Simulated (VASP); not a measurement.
Crystal: Cr.

```
CELL_PARAMETERS angstrom
2.71400 0.00000 0.00000
-1.35700 2.35039 0.00000
0.00000 0.00000 4.41000
ATOMIC_POSITIONS crystal
Cr 0.66667 0.33333 0.75000
Cr 0.33333 0.66667 0.25000
```

This isn't the form of Cr at room conditions, which is bcc.

Program: VASP 6.6.1. Alike in all runs: task single point; potentials or basis VASP PAW PBE potentials, release 64 (Cr_pv); cell as given; k mesh 11 × 11 × 6.

Task: Order these runs on this cell by their pressure, lowest first.
A. level PBEsol; spin collinear, ferrimagnetic start; cutoff (eV) 520; smearing fermi-dirac 0.05 eV; dipole correction no
B. level PBEsol; spin off; cutoff (eV) 520; smearing fermi-dirac 0.05 eV; dipole correction no
C. level PBE; spin collinear, antiferromagnetic start; cutoff (eV) 400; smearing methfessel-paxton 0.1 eV; tolerance level standard; purpose a run that is hard to end

Result: B (-34.2 GPa), A (-32.2 GPa), C (-12.2 GPa).

Caveats: the PAW data sets were made with another functional, which shifts forces and pressure a little (at least some runs); the cell stands under tension (at least some runs); an empty level that is flat over the whole mesh can mark a ghost state of the potentials, or a narrow d or f band (at least some runs); the stress differs along the axes, from -37 to -28 GPa (at least some runs); the stress differs along the axes, from -25 to -6 GPa (at least some runs); the antiferromagnetic order is the one typed at the start, and another may lie lower (at least some runs).
